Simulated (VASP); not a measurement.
# InSe (R3m) in VASP: single point with LDA

Aim: the single point of InSe with LDA.

All numbers are computed with VASP 6.6.1; they aren't measurements. Logs are shortened: lines on timing, memory, paths and dates and some standing lists are left out, and cuts for length are marked.

**1. The cell of the first run**

Symmetry: R3m, No. 160, trigonal system. Conventional cell: a = 4.000 Å, b = 4.000 Å, c = 25.320 Å, α = 90.00°, β = 90.00°, γ = 120.00°. In (site symmetry 3m) has 3 Se at 2.64 Å and 1 In at 2.82 Å within 3.5 Å. Within 3.5 Å of In (site symmetry 3m) lie 3 Se at 2.63 Å and 1 In at 2.82 Å. Se (site symmetry 3m) has 3 In at 2.64 Å within 3.5 Å. Within 3.5 Å of Se (site symmetry 3m) lie 3 In at 2.63 Å.

**2. Single point, LDA**

INCAR reads:

```
SYSTEM = InSe
ALGO     = Normal         ! electronic algorithm
EDIFF    = 1E-6           ! SCF threshold, eV
ENCUT    = 520            ! plane-wave cutoff, eV
ISIF     = 2              ! what is computed and relaxed
ISMEAR   = 0              ! smearing method
LASPH    = .True.         ! aspherical terms in the spheres
LCHARG   = .True.         ! write CHGCAR
LELF     = .True.         ! ELF
LREAL    = .False.        ! projectors in reciprocal space
LVHAR    = .True.       
LWAVE    = .False.        ! write WAVECAR
NBANDS   = 27             ! bands
NELM     = 60             ! most SCF steps
PREC     = Accurate       ! precision mode
SIGMA    = 0.01           ! smearing width, eV
```

KPOINTS reads:

```
k-points
0
Gamma
  6 6 6
  0 0 0
```

POSCAR reads:

```
InSe
1.0
    2.0000000000      1.1547005400      8.4400000000
   -2.0000000000      1.1547005400      8.4400000000
    0.0000000000     -2.3094010800      8.4400000000
In Se
2 2
Direct
    0.0000000000      0.0000000000      0.0000000000
    0.1114000000      0.1114000000      0.1114000000
    0.6165000000      0.6165000000      0.6165000000
    0.8281000000      0.8281000000      0.8281000000
```

Potentials or basis: VASP PAW LDA potentials, release 64 (In_d, Se).

The run is started by

```console
cat potpaw_LDA.64/In_d/POTCAR potpaw_LDA.64/Se/POTCAR > POTCAR
mpirun -np 1 vasp_std > vasp.out
```

OUTCAR:

```text
SYSTEM = InSe
   EDIFF = 1E-6
   ENCUT = 520
   ISIF = 2
   ISMEAR = 0
   LASPH = .True.
   LREAL = .False.
   NELM = 60
   PREC = Accurate

 ion  position               nearest neighbor table
   1  0.000  0.000  0.000-   3 2.64   3 2.64   3 2.64   2 2.82
   2  0.111  0.111  0.111-   4 2.63   4 2.63   4 2.63   1 2.82
   3  0.617  0.617  0.617-   1 2.64   1 2.64   1 2.64
   4  0.828  0.828  0.828-   2 2.63   2 2.63   2 2.63

  LATTYP: Found a trigonal (rhomboedric) cell.
 ALAT       =     8.7502533299
 COS(alpha) =     0.8955162540

  Lattice vectors:

 A1 = (   2.0000000000,   1.1547005400,   8.4400000000)
 A2 = (  -2.0000000000,   1.1547005400,   8.4400000000)
 A3 = (   0.0000000000,  -2.3094010800,   8.4400000000)

Analysis of symmetry for initial positions (statically):
=====================================================================
 Subroutine PRICEL returns:
 Original cell was already a primitive cell.

 Routine SETGRP: Setting up the symmetry group for a
 trigonal (rhombohedral) supercell.

 Subroutine GETGRP returns: Found  6 space group operations
 (whereof  6 operations were pure point group operations)
 out of a pool of 12 trial point group operations.

The static configuration has the point symmetry C_3v.

Analysis of symmetry for dynamics (positions and initial velocities):
=====================================================================
 Subroutine PRICEL returns:
 Original cell was already a primitive cell.

 Routine SETGRP: Setting up the symmetry group for a
 trigonal (rhombohedral) supercell.

 Subroutine GETGRP returns: Found  6 space group operations
 (whereof  6 operations were pure point group operations)
 out of a pool of 12 trial point group operations.

The dynamic configuration has the point symmetry C_3v.

 Subroutine INISYM returns: Found  6 space group operations
 (whereof  6 operations are pure point group operations),
 and found     1 'primitive' translations

----------------------------------------------------------------------------------------

                                     Primitive cell

  volume of cell :     116.9481

  direct lattice vectors                    reciprocal lattice vectors
     2.000000000  1.154700540  8.440000000     0.250000000  0.144337567  0.039494471
    -2.000000000  1.154700540  8.440000000    -0.250000000  0.144337567  0.039494471
     0.000000000 -2.309401080  8.440000000     0.000000000 -0.288675134  0.039494471

[... 82 lines left out ...]
   LNONCOLLINEAR =      F non collinear calculations
   LSORBIT =      F    spin-orbit coupling
   LASPH  =      T    aspherical Exc in radial PAW
   ENCUT  =  520.0 eV  38.22 Ry    6.18 a.u.  16.27 16.27 16.27*2*pi/ulx,y,z
   NELM   =     60;   NELMIN=  2; NELMDL= -5     # of ELM steps
   EDIFF  = 0.1E-05   stopping-criterion for ELM
   LREAL  =      F    real-space projection
   EDIFFG = 0.1E-04   stopping-criterion for IOM
   NSW    =      0    number of steps for IOM
   IBRION =     -1    ionic relax: 0-MD 1-quasi-New 2-CG
   NFREE  =      0    steps in history (QN), initial steepest desc. (CG)
   ISIF   =      2    stress and relaxation
   ISYM   =      2    0-nonsym 1-usesym 2-fastsym
   POTIM  = 0.5000    time-step for ionic-motion
   TEBEG  =    0.0;   TEEND  =   0.0 temperature during run
   PSTRESS=    0.0 pullay stress
   NELECT =      38.0000    total number of electrons
   NUPDOWN=      -1.0000    fix difference up-down
   EMIN   =  10.00;   EMAX   =-10.00  energy-range for DOS
   EFERMI =   0.00;   METHOD = LEGACY
   ISMEAR =     0;   SIGMA  =   0.01  broadening in eV -4-tet -1-fermi 0-gaus
   EFERMI_NEDOS =   21; number of points for ismear=-14 and -15
   IALGO  =     38    algorithm
   IMIX   =      4    mixing-type and parameters
     AMIX     =   0.40;   BMIX     =  1.00
     AMIX_MAG =   1.60;   BMIX_MAG =  1.00
  volume/ion in A,a.u.               =      29.24       197.30
  Fermi-wavevector in a.u.,A,eV,Ry     =   1.125481  2.126852 17.234615  1.266709
  Thomas-Fermi vector in A             =   2.262159
   LORBIT       =      0    0 simple, 1 ext, 2 COOP (PROOUT), +10 PAW based schemes
   GGA     = CA    functional components
   LHFCALC =     F    Hartree Fock is set to
   AEXX    =    0.0000 exact exchange contribution
   IVDW    =     0    specifies the selected vdW correction
   LEPSILON=     F    determine dielectric tensor
   LRPA    =     F    only Hartree local field effects (RPA)
 non-spin polarized calculation
 Gauss-broadening in eV      SIGMA  =   0.01
  energy-cutoff  :      520.00
  volume of cell :      116.95
 maximum number of plane-waves:      3181
 NGX is ok and might be reduce to    70
   NGX = 33   NGY = 33   NGZ = 33

 number of electron      37.9999999 magnetization

 Free energy of the ion-electron system (eV)
  ---------------------------------------------------
  ext. energy  EPLUGINS =         0.00000000
  ---------------------------------------------------
  free energy    TOTEN  =       -16.63641622 eV

  energy without entropy =      -16.63641622  energy(sigma->0) =      -16.63641622

 E-fermi :   4.0265     XC(G=0):  -9.2573

 val. band max:        3.9479110465   @ k =   0.5000   0.5000   0.5000
 cond. band min:       4.1747651430   @ k =   0.5000   0.5000   0.5000
 fundamental gap:      0.2268540966
 Fermi energy:         4.0264842057

 k-point     1 :       0.0000    0.0000    0.0000
  band No.  band energies     occupation
      1     -10.7977      2.00000
      2     -10.6235      2.00000
      3     -10.6235      2.00000
      4     -10.5492      2.00000
      5     -10.5492      2.00000
      6     -10.5254      2.00000
[... 709 lines left out ...]
     26      10.9842      0.00000
     27      11.3752      0.00000

 [... further k-points ...]
[... 5 lines left out ...]
  --------------------------------------------------------------------------------------
  -------------------------------------------------------------------------------------
  Total       -0.6751521     -0.6751521     -1.5877459      0.0000000      0.0000000      0.0000000
  in kB       -9.2495183     -9.2495184    -21.7519669      0.0000000      0.0000000      0.0000000
  external PRESSURE =     -13.4170012 kB  Pullay stress =       0.0000000 kB

 VOLUME and BASIS-vectors are now :
 -----------------------------------------------------------------------------
  energy-cutoff  :      520.00
  volume of cell :      116.95
      direct lattice vectors                 reciprocal lattice vectors
     2.000000000  1.154700540  8.440000000     0.250000000  0.144337567  0.039494471
    -2.000000000  1.154700540  8.440000000    -0.250000000  0.144337567  0.039494471
     0.000000000 -2.309401080  8.440000000     0.000000000 -0.288675134  0.039494471

 POSITION                                       TOTAL-FORCE (eV/Angst)
 -----------------------------------------------------------------------------------
      0.00000      0.00000      0.00000         0.000000     -0.000000      0.233543
      0.00000      0.00000      2.82065         0.000000      0.000000     -0.251188
      0.00000      0.00000     15.60978         0.000000      0.000000      0.053249
      0.00000      0.00000     20.96749         0.000000      0.000000     -0.035604
 -----------------------------------------------------------------------------------
    total drift:                               -0.000000     -0.000000     -0.000104

  FREE ENERGIE OF THE ION-ELECTRON SYSTEM (eV)
  ---------------------------------------------------
  free  energy   TOTEN  =       -16.6364162187 eV

  energy  without entropy=      -16.6364162187  energy(sigma->0) =      -16.63641622
```

OSZICAR:

```text
N       E                     dE             d eps       ncg     rms          rms(c)
DAV:   1     0.339266485264E+03    0.33927E+03   -0.17190E+04  1728   0.155E+03
DAV:   2     0.244899764847E+02   -0.31478E+03   -0.30506E+03  1747   0.388E+02
DAV:   3    -0.152579691345E+02   -0.39748E+02   -0.39012E+02  2208   0.148E+02
DAV:   4    -0.170580757731E+02   -0.18001E+01   -0.17949E+01  2096   0.323E+01
DAV:   5    -0.171362651855E+02   -0.78189E-01   -0.78177E-01  2668   0.651E+00    0.684E+00
DAV:   6    -0.166837023981E+02    0.45256E+00   -0.82017E-01  2425   0.147E+01    0.418E+00
DAV:   7    -0.166430655555E+02    0.40637E-01   -0.31804E-01  2332   0.388E+00    0.109E+00
DAV:   8    -0.166371949313E+02    0.58706E-02   -0.27129E-02  2667   0.183E+00    0.542E-01
DAV:   9    -0.166363880953E+02    0.80684E-03   -0.46478E-03  2217   0.478E-01    0.144E-01
DAV:  10    -0.166364061214E+02   -0.18026E-04   -0.27372E-04  2352   0.117E-01    0.789E-02
DAV:  11    -0.166364191676E+02   -0.13046E-04   -0.50738E-05  2344   0.687E-02    0.174E-02
DAV:  12    -0.166364157543E+02    0.34132E-05   -0.10893E-05  2364   0.307E-02    0.130E-02
DAV:  13    -0.166364162187E+02   -0.46438E-06   -0.20328E-06  1593   0.757E-03
   1 F= -.16636416E+02 E0= -.16636416E+02  d E =-.402488E-31
```

stdout:

```text
POSCAR found type information on POSCAR InSe
 POSCAR found :  2 types and       4 ions
 scaLAPACK will be used
 LDA part: xc-table for (Slater(with rela. corr.)+CA(PZ))
 , standard interpolation
 POSCAR, INCAR and KPOINTS ok, starting setup
 FFT: planning ... GRIDC
 FFT: planning ... GRID_SOFT
 FFT: planning ... GRID
 WAVECAR not read
 entering main loop
```

Wall time 13 min (1 thread of Intel Xeon 8259CL, shared host); peak memory 0.52 GiB.

What came out:

```yaml
Free_energy: -16.6364 eV
Pressure: -1.3 GPa
Largest_force: 0.251 eV/Å
Band_gap_on_the_k_mesh: 0.23 eV
```

Forces in eV/Å, atoms in the order of the input:
```
In   0.000  0.000  0.234
In   0.000  0.000 -0.251
Se   0.000  0.000  0.053
Se   0.000  0.000 -0.036
```

Levels at points of the mesh, in eV from the valence-band top:
```tsv
k point	band 15	band 16	band 17	band 18	band 19	band 20	band 21	band 22	band 23	band 24
(0.00, 0.00, 0.00)	-1.58	-1.31	-1.31	-1.21	-1.21	1.56	1.92	4.30	4.30	5.06
(0.50, 0.00, 0.00)	-3.50	-2.41	-2.36	-2.25	-1.70	1.09	1.84	3.51	3.87	4.74
(0.50, 0.50, 0.00)	-3.26	-2.68	-2.52	-2.06	-1.53	1.03	1.88	3.16	3.50	4.32
(0.50, 0.50, 0.50)	-1.38	-1.38	-1.14	-1.14	0.00	0.23	1.98	4.22	4.22	5.50
```

Caveat: spin-orbit coupling is left out, which moves the levels of the heavy elements.
